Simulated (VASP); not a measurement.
# AlN (Cmc2_1) in VASP: a series of runs

The runs below take AlN through single point, with LDA.

Program: VASP 6.6.1. These are calculated values, not measurements. Logs are shortened: lines on timing, memory, paths and dates and some standing lists are left out, and cuts for length are marked.

## 1. The cell of the first run

The structure is orthorhombic, space group Cmc2_1 (No. 36). Conventional cell: a = 3.012 Å, b = 5.216 Å, c = 4.820 Å, α = 90.00°, β = 90.00°, γ = 90.00°. Within 2.4 Å of Al (site symmetry m) lie 4 N at 1.82 to 1.85 Å. N (site symmetry m) has 4 Al at 1.82 to 1.85 Å within 2.4 Å.

## 2. Single point, LDA

INCAR

```
PREC     = Accurate       # precision mode
ENCUT    = 520            # plane-wave cutoff, eV
EDIFF    = 1E-6           # SCF threshold, eV
ISMEAR   = 0              # smearing method
SIGMA    = 0.05           # smearing width, eV
LREAL    = False          # projectors in reciprocal space
LASPH    = True           # aspherical terms in the spheres
NELM     = 80             # most SCF steps
ALGO     = Normal         # electronic algorithm
ISIF     = 2              # what is computed and relaxed
LWAVE    = False          # write WAVECAR
LCHARG   = False          # write CHGCAR
NBANDS   = 16             # bands
```

KPOINTS

```
Automatic mesh
0
Gamma
  9 9 6
```

POSCAR

```
AlN
1.0
    3.0115238416      0.0000000000      0.0000000000
   -1.5057619208      2.6080561509      0.0000000000
    0.0000000000      0.0000000000      4.8201746025
Al N
2 2
Direct
    0.3494085240      0.6988170481      0.0015212672
    0.6505914760      0.3011829519      0.5015212672
    0.3189889223      0.6379778447      0.3834787328
    0.6810110777      0.3620221553      0.8834787328
```

Potentials or basis: VASP PAW LDA potentials, release 64 (Al, N).

Launch:

```sh
$ cat potpaw_LDA.64/Al/POTCAR potpaw_LDA.64/N/POTCAR > POTCAR
$ mpirun -np 1 vasp_std > vasp.out
```

OUTCAR:

```text
PREC = Accurate
   ENCUT = 520
   EDIFF = 1E-6
   ISMEAR = 0
   LREAL = False
   LASPH = True
   NELM = 80
   ISIF = 2

 ion  position               nearest neighbor table
   1  0.349  0.699  0.002-   4 1.82   4 1.83   4 1.83   3 1.85   2 2.88   2 2.88   2 3.03   2 3.03
                             2 3.03   2 3.03
   2  0.651  0.301  0.502-   3 1.82   3 1.83   3 1.83   4 1.85   1 2.88   1 2.88   1 3.03   1 3.03
                             1 3.03   1 3.03
   3  0.319  0.638  0.383-   2 1.82   2 1.83   2 1.83   1 1.85
   4  0.681  0.362  0.883-   1 1.82   1 1.83   1 1.83   2 1.85

  LATTYP: Found a hexagonal cell.
 ALAT       =     3.0115238416
 C/A-ratio  =     1.6005766037

  Lattice vectors:

 A1 = (   3.0115238416,   0.0000000000,   0.0000000000)
 A2 = (  -1.5057619208,   2.6080561509,   0.0000000000)
 A3 = (   0.0000000000,   0.0000000000,   4.8201746025)

Analysis of symmetry for initial positions (statically):
=====================================================================
 Subroutine PRICEL returns:
 Original cell was already a primitive cell.

 Routine SETGRP: Setting up the symmetry group for a
 hexagonal supercell.

 Subroutine GETGRP returns: Found  4 space group operations
 (whereof  2 operations were pure point group operations)
 out of a pool of 24 trial point group operations.

The static configuration has the point symmetry C_1h.
 The point group associated with its full space group is C_2v.

Analysis of symmetry for dynamics (positions and initial velocities):
=====================================================================
 Subroutine PRICEL returns:
 Original cell was already a primitive cell.

 Routine SETGRP: Setting up the symmetry group for a
 hexagonal supercell.

 Subroutine GETGRP returns: Found  4 space group operations
 (whereof  2 operations were pure point group operations)
 out of a pool of 24 trial point group operations.

The dynamic configuration has the point symmetry C_1h.
 The point group associated with its full space group is C_2v.

 Subroutine INISYM returns: Found  4 space group operations
 (whereof  2 operations are pure point group operations),
 and found     1 'primitive' translations

----------------------------------------------------------------------------------------

                                     Primitive cell

  volume of cell :      37.8587

  direct lattice vectors                    reciprocal lattice vectors
     3.011523842  0.000000000  0.000000000     0.332057806  0.191713664  0.000000000
    -1.505761921  2.608056151  0.000000000     0.000000000  0.383427328  0.000000000
     0.000000000  0.000000000  4.820174602     0.000000000  0.000000000  0.207461364

  length of vectors
     3.011523842  3.011523842  4.820174602     0.383427328  0.383427328  0.207461364

  position of ions in fractional coordinates (direct lattice)
     0.349408524  0.698817048  0.001521267
     0.650591476  0.301182952  0.501521267
     0.318988922  0.637977845  0.383478733
     0.681011078  0.362022155  0.883478733

  ion indices of the primitive-cell ions
   primitive index   ion index
                 1           1
                 2           2
                 3           3
                 4           4

----------------------------------------------------------------------------------------

 KPOINTS: Automatic mesh

Automatic generation of k-mesh.
 Grid dimensions read from file:
 generate k-points for:    9    9    6

 Generating k-lattice:

  Cartesian coordinates                     Fractional coordinates (reciprocal lattice)
     0.036895312  0.021301518  0.000000000     0.111111111  0.000000000  0.000000000
     0.000000000  0.042603036  0.000000000     0.000000000  0.111111111  0.000000000
     0.000000000  0.000000000  0.034576894     0.000000000  0.000000000  0.166666667

  Length of vectors
     0.042603036  0.042603036  0.034576894

  Shift w.r.t. Gamma in fractional coordinates (k-lattice)
     0.000000000  0.000000000  0.000000000

 Subroutine IBZKPT returns following result:
 ===========================================

 Found    100 irreducible k-points:

 Following reciprocal coordinates:
            Coordinates               Weight
  0.000000  0.000000  0.000000      1.000000
  0.111111  0.000000  0.000000      4.000000
  0.000000  0.111111  0.000000      2.000000
  0.222222  0.000000  0.000000      4.000000
  0.000000  0.222222  0.000000      2.000000
  0.333333  0.000000  0.000000      4.000000
[... 16 lines left out ...]
 -0.222222 -0.444444  0.000000      4.000000
  0.444444  0.333333  0.000000      4.000000
 [... further k-points ...]
   k-points           NKPTS =    100   k-points in BZ     NKDIM =    100   number of bands    NBANDS=     16
   number of dos      NEDOS =    301   number of ions     NIONS =      4
   total plane-waves  NPLWV =  20736
   dimension x,y,z NGX =    24 NGY =   24 NGZ =   36
   dimension x,y,z NGXF=    48 NGYF=   48 NGZF=   72
   ions per type =               2   2
   NGX,Y,Z   is equivalent  to a cutoff of  13.25, 13.25, 12.42 a.u.
   NGXF,Y,Z  is equivalent  to a cutoff of  26.50, 26.50, 24.83 a.u.
 SYSTEM =  unknown system
   PREC   = accura    normal or accurate (medium, high low for compatibility)
   ISTART =      0    job   : 0-new  1-cont  2-samecut
   ICHARG =      2    charge: 1-file 2-atom 10-const
   ISPIN  =      1    spin polarized calculation?
   LNONCOLLINEAR =      F non collinear calculations
   LSORBIT =      F    spin-orbit coupling
   LASPH  =      T    aspherical Exc in radial PAW
   ENCUT  =  520.0 eV  38.22 Ry    6.18 a.u.   5.60  5.60  8.96*2*pi/ulx,y,z
   NELM   =     80;   NELMIN=  2; NELMDL= -5     # of ELM steps
   EDIFF  = 0.1E-05   stopping-criterion for ELM
   LREAL  =      F    real-space projection
   EDIFFG = 0.1E-04   stopping-criterion for IOM
   NSW    =      0    number of steps for IOM
   IBRION =     -1    ionic relax: 0-MD 1-quasi-New 2-CG
   NFREE  =      0    steps in history (QN), initial steepest desc. (CG)
   ISIF   =      2    stress and relaxation
   ISYM   =      2    0-nonsym 1-usesym 2-fastsym
   POTIM  = 0.5000    time-step for ionic-motion
   TEBEG  =    0.0;   TEEND  =   0.0 temperature during run
   PSTRESS=    0.0 pullay stress
   NELECT =      16.0000    total number of electrons
   NUPDOWN=      -1.0000    fix difference up-down
   EMIN   =  10.00;   EMAX   =-10.00  energy-range for DOS
   EFERMI =   0.00;   METHOD = LEGACY
   ISMEAR =     0;   SIGMA  =   0.05  broadening in eV -4-tet -1-fermi 0-gaus
   EFERMI_NEDOS =   21; number of points for ismear=-14 and -15
   IALGO  =     38    algorithm
   IMIX   =      4    mixing-type and parameters
     AMIX     =   0.40;   BMIX     =  1.00
     AMIX_MAG =   1.60;   BMIX_MAG =  1.00
  volume/ion in A,a.u.               =       9.46        63.87
  Fermi-wavevector in a.u.,A,eV,Ry     =   1.228550  2.321623 20.535749  1.509335
  Thomas-Fermi vector in A             =   2.363471
   LORBIT       =      0    0 simple, 1 ext, 2 COOP (PROOUT), +10 PAW based schemes
   GGA     = CA    functional components
   LHFCALC =     F    Hartree Fock is set to
   AEXX    =    0.0000 exact exchange contribution
   IVDW    =     0    specifies the selected vdW correction
   LEPSILON=     F    determine dielectric tensor
   LRPA    =     F    only Hartree local field effects (RPA)
 non-spin polarized calculation
 Gauss-broadening in eV      SIGMA  =   0.05
  energy-cutoff  :      520.00
  volume of cell :       37.86
 maximum number of plane-waves:      1038
   NGX = 11   NGY = 11   NGZ = 17

 number of electron      15.9999999 magnetization

 Free energy of the ion-electron system (eV)
  ---------------------------------------------------
  ext. energy  EPLUGINS =         0.00000000
  ---------------------------------------------------
  free energy    TOTEN  =       -32.60625548 eV

  energy without entropy =      -32.60625548  energy(sigma->0) =      -32.60625548

 E-fermi :   7.1622     XC(G=0): -11.6831

 val. band max:        6.9415754794   @ k =   0.0000   0.0000   0.0000
 cond. band min:      11.7851988096   @ k =   0.3333   0.3333   0.0000
 fundamental gap:      4.8436233302
 Fermi energy:         7.1621663294

 k-point     1 :       0.0000    0.0000    0.0000
  band No.  band energies     occupation
      1      -8.7631      2.00000
      2      -6.2118      2.00000
      3       0.3806      2.00000
      4       5.9273      2.00000
      5       6.0113      2.00000
      6       6.4872      2.00000
[... 8 lines left out ...]
     15      20.9171      0.00000
     16      21.1079      0.00000

 k-point     2 :       0.1111    0.0000    0.0000
  band No.  band energies     occupation
      1      -8.5838      2.00000
      2      -6.1092      2.00000
      3       0.5841      2.00000
      4       5.2179      2.00000
      5       5.7589      2.00000
      6       6.0017      2.00000
[... 8 lines left out ...]
     15      20.4423      0.00000
     16      20.8074      0.00000

 k-point     3 :       0.0000    0.1111    0.0000
  band No.  band energies     occupation
      1      -8.5851      2.00000
      2      -6.1050      2.00000
      3       0.5807      2.00000
      4       5.2037      2.00000
      5       5.7315      2.00000
      6       5.8900      2.00000
[... 8 lines left out ...]
     15      20.7533      0.00000
     16      20.8233      0.00000

 k-point     4 :       0.2222    0.0000    0.0000
  band No.  band energies     occupation
      1      -8.0703      2.00000
      2      -5.8512      2.00000
      3       1.1767      2.00000
      4       3.6472      2.00000
      5       4.6659      2.00000
      6       5.3176      2.00000
[... 8 lines left out ...]
     15      19.9256      0.00000
     16      20.6525      0.00000
[... 324 lines left out ...]
 k-point    22 :       0.3333    0.2222    0.0000
  band No.  band energies     occupation
      1      -6.2546      2.00000
      2      -5.5657      2.00000
      3       1.5655      2.00000
      4       2.5831      2.00000
      5       3.4568      2.00000
      6       3.6073      2.00000
[... 8 lines left out ...]
     15      20.2102      0.00000
     16      22.6415      0.00000

 k-point    23 :      -0.2222   -0.4444    0.0000
  band No.  band energies     occupation
      1      -6.3110      2.00000
      2      -5.4819      2.00000
      3       1.3494      2.00000
      4       2.7704      2.00000
      5       3.4093      2.00000
      6       3.5048      2.00000
[... 8 lines left out ...]
     15      20.3826      0.00000
     16      22.3280      0.00000

 k-point    24 :       0.4444    0.3333    0.0000
  band No.  band energies     occupation
      1      -6.2136      2.00000
      2      -5.6227      2.00000
      3       1.6251      2.00000
      4       2.7144      2.00000
      5       3.3232      2.00000
      6       3.6451      2.00000
[... 8 lines left out ...]
     15      20.2395      0.00000
     16      22.4644      0.00000

 [... further k-points ...]
[... 5 lines left out ...]
  --------------------------------------------------------------------------------------
  -------------------------------------------------------------------------------------
  Total        4.7238943      4.5336216      4.3468862      0.0000000      0.0000000      0.0000000
  in kB      199.9147066    191.8623864    183.9597609      0.0000000      0.0000000      0.0000000
  external PRESSURE =     191.9122846 kB  Pullay stress =       0.0000000 kB

 VOLUME and BASIS-vectors are now :
 -----------------------------------------------------------------------------
  energy-cutoff  :      520.00
  volume of cell :       37.86
      direct lattice vectors                 reciprocal lattice vectors
     3.011523842  0.000000000  0.000000000     0.332057806  0.191713664  0.000000000
    -1.505761921  2.608056151  0.000000000     0.000000000  0.383427328  0.000000000
     0.000000000  0.000000000  4.820174602     0.000000000  0.000000000  0.207461364

 POSITION                                       TOTAL-FORCE (eV/Angst)
 -----------------------------------------------------------------------------------
     -0.00000      1.82255      0.00733         0.000000     -0.538192      0.041084
      1.50576      0.78550      2.41742        -0.000000      0.538192      0.041084
     -0.00000      1.66388      1.84843         0.000000      0.155618     -0.041084
      1.50576      0.94417      4.25852         0.000000     -0.155618     -0.041084
 -----------------------------------------------------------------------------------
    total drift:                               -0.000000      0.000000      0.001089

  FREE ENERGIE OF THE ION-ELECTRON SYSTEM (eV)
  ---------------------------------------------------
  free  energy   TOTEN  =       -32.6062554779 eV

  energy  without entropy=      -32.6062554779  energy(sigma->0) =      -32.60625548
```

Wall time 20 s (1 thread of Intel Xeon 6975P-C (Granite Rapids), shared host); peak memory 0.16 GiB.

Results:

```yaml
Free_energy: -32.6063 eV
Pressure: 19.2 GPa
Largest_force: 0.540 eV/Å
Band_gap_on_the_k_mesh: 4.84 eV, indirect (least direct gap 5.02 eV)
```

Forces in eV/Å, atoms in the order of the input:
```
Al   0.000 -0.538  0.041
Al   0.000  0.538  0.041
N    0.000  0.156 -0.041
N    0.000 -0.156 -0.041
```

A k mesh can miss the band edges.

## 3. Single point, LDA

INCAR

```
  ALGO = Normal
  EDIFF = 1E-7
  ENCUT = 520
  ISIF = 2
  ISMEAR = 0
  LASPH = T
  LCHARG = F
  LREAL = F
  LWAVE = F
  NBANDS = 16
  NELM = 80
  PREC = Accurate
  SIGMA = 0.05
```

KPOINTS

```
k-points
0
Gamma
  9 9 6
```

POSCAR

```
AlN
1.0
    3.0115238416      0.0000000000      0.0000000000
   -1.5057619208      2.6080561509      0.0000000000
    0.0000000000      0.0000000000      4.8201746025
Al N
2 2
Direct
    0.3172581426      0.6345162853      0.0015212672
    0.6827418574      0.3654837147      0.5015212672
    0.3476777443      0.6953554887      0.3834787328
    0.6523222557      0.3046445113      0.8834787328
```

Potentials or basis: VASP PAW LDA potentials, release 64 (Al, N).

Launch:

```sh
$ cat potpaw_LDA.64/Al/POTCAR potpaw_LDA.64/N/POTCAR > POTCAR
$ mpirun -np 1 vasp_std > vasp.out
```

OUTCAR:

```text
EDIFF = 1E-7
   ENCUT = 520
   ISIF = 2
   ISMEAR = 0
   LASPH = T
   LREAL = F
   NELM = 80
   PREC = Accurate

 ion  position               nearest neighbor table
   1  0.317  0.635  0.002-   4 1.83   4 1.83   4 1.84   3 1.85   2 2.93   2 2.93   2 2.93   2 2.93
                             2 3.07   2 3.07
   2  0.683  0.365  0.502-   3 1.83   3 1.83   3 1.84   4 1.85   1 2.93   1 2.93   1 2.93   1 2.93
                             1 3.07   1 3.07
   3  0.348  0.695  0.383-   2 1.83   2 1.83   2 1.84   1 1.85
[... 652 lines left out ...]
     15      20.4448      0.00000
     16      22.6554      0.00000

 [... further k-points ...]
[... 5 lines left out ...]
  --------------------------------------------------------------------------------------
  -------------------------------------------------------------------------------------
  Total        4.7350040      4.5475410      4.3315939      0.0000000      0.0000000      0.0000000
  in kB      200.3848652    192.4514515    183.3125947      0.0000000      0.0000000      0.0000000
  external PRESSURE =     192.0496371 kB  Pullay stress =       0.0000000 kB

 VOLUME and BASIS-vectors are now :
 -----------------------------------------------------------------------------
  energy-cutoff  :      520.00
  volume of cell :       37.86
      direct lattice vectors                 reciprocal lattice vectors
     3.011523842  0.000000000  0.000000000     0.332057806  0.191713664  0.000000000
    -1.505761921  2.608056151  0.000000000     0.000000000  0.383427328  0.000000000
     0.000000000  0.000000000  4.820174602     0.000000000  0.000000000  0.207461364

 POSITION                                       TOTAL-FORCE (eV/Angst)
 -----------------------------------------------------------------------------------
     -0.00000      1.65485      0.00733         0.000000      0.459759      0.040362
      1.50576      0.95320      2.41742         0.000000     -0.459759      0.040362
     -0.00000      1.81353      1.84843        -0.000000     -0.190858     -0.040362
      1.50576      0.79453      4.25852         0.000000      0.190858     -0.040362
 -----------------------------------------------------------------------------------
    total drift:                               -0.000000      0.000000      0.001054

  FREE ENERGIE OF THE ION-ELECTRON SYSTEM (eV)
  ---------------------------------------------------
  free  energy   TOTEN  =       -32.6089270377 eV

  energy  without entropy=      -32.6089270377  energy(sigma->0) =      -32.60892704
```

OSZICAR:

```text
N       E                     dE             d eps       ncg     rms          rms(c)
DAV:   1     0.365789671693E+02    0.36579E+02   -0.74673E+03  3200   0.904E+02
DAV:   2    -0.352219466730E+02   -0.71801E+02   -0.66011E+02  4552   0.182E+02
DAV:   3    -0.380962174356E+02   -0.28743E+01   -0.28670E+01  3904   0.367E+01
DAV:   4    -0.381092751044E+02   -0.13058E-01   -0.13057E-01  4056   0.301E+00
DAV:   5    -0.381093973791E+02   -0.12227E-03   -0.12227E-03  3944   0.281E-01    0.130E+01
DAV:   6    -0.327433969238E+02    0.53660E+01   -0.11532E+01  3336   0.247E+01    0.462E+00
DAV:   7    -0.326704054670E+02    0.72991E-01   -0.58497E-01  4088   0.508E+00    0.296E+00
DAV:   8    -0.326120316473E+02    0.58374E-01   -0.63279E-02  3416   0.210E+00    0.342E-01
DAV:   9    -0.326088458822E+02    0.31858E-02   -0.49938E-03  4032   0.518E-01    0.203E-01
DAV:  10    -0.326089678849E+02   -0.12200E-03   -0.53588E-04  3624   0.147E-01    0.892E-02
DAV:  11    -0.326089272253E+02    0.40660E-04   -0.80761E-05  3832   0.672E-02    0.157E-02
DAV:  12    -0.326089271345E+02    0.90727E-07   -0.11599E-06  4056   0.823E-03    0.503E-03
DAV:  13    -0.326089270377E+02    0.96853E-07   -0.35513E-07  3936   0.434E-03
   1 F= -.32608927E+02 E0= -.32608927E+02  d E =-.317138E-11
```

stdout:

```text
POSCAR found type information on POSCAR AlN
 POSCAR found :  2 types and       4 ions
 scaLAPACK will be used
 LDA part: xc-table for (Slater(with rela. corr.)+CA(PZ))
 , standard interpolation
 POSCAR, INCAR and KPOINTS ok, starting setup
 FFT: planning ... GRIDC
 FFT: planning ... GRID_SOFT
 FFT: planning ... GRID
 WAVECAR not read
 entering main loop
```

It took 19 s on 1 thread of Intel Xeon 6975P-C (Granite Rapids), shared host; peak memory 0.16 GiB.

Results:

| Item | Value |
| --- | --- |
| Free energy | -32.6089 eV |
| Pressure | 19.2 GPa |
| Largest force | 0.462 eV/Å |
| Band gap on the k mesh | 4.85 eV, indirect (least direct gap 5.03 eV) |

Forces in eV/Å, atoms in the order of the input:
```
Al   0.000  0.460  0.040
Al   0.000 -0.460  0.040
N    0.000 -0.191 -0.040
N    0.000  0.191 -0.040
```

Stress tensor (GPa, compression positive):
```
20.04  0.00  0.00
 0.00 19.25  0.00
 0.00  0.00 18.33
```

A k mesh can miss the band edges. A hybrid or GW would open this gap; LDA tends to underestimate it.

(Continued in part 2 of 2.)
